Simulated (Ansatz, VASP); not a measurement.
**One calculation of K, two programs**

```
K
1.0
     5.23600    0.00000    0.00000
     0.00000    5.23600    0.00000
     0.00000    0.00000    5.47162
K
2
Direct
  0.00000 0.00000 0.00000
  0.50000 0.50000 0.50000
```

Change from the starting cell: strain along c alone, the other axes held, atoms relaxed: +4.5 %.

Alike in both runs: task single point; functional PBEsol; k mesh 10 × 10 × 10; occupations gaussian, width 0.1 eV; no spin polarisation.

|  | VASP | Ansatz |
| --- | --- | --- |
| version | VASP 6.6.1 | Ansatz 0.2.0 |
| potentials or method | VASP PAW PBE potentials, release 64 (K_sv), cutoff 520 eV | scalar-relativistic, plane waves, PAW |
| valence electrons in the cell | 18 | 18 |

```tsv
	VASP	Ansatz	Ansatz less VASP
gap on the k mesh at the Fermi level (eV)	none	none	-
pressure (GPa)	-0.2	-0.2	+0.01
```

VASP's potentials were made for PBE, not for PBEsol. A gap of «none» marks a metal or a gap that the smearing closes.
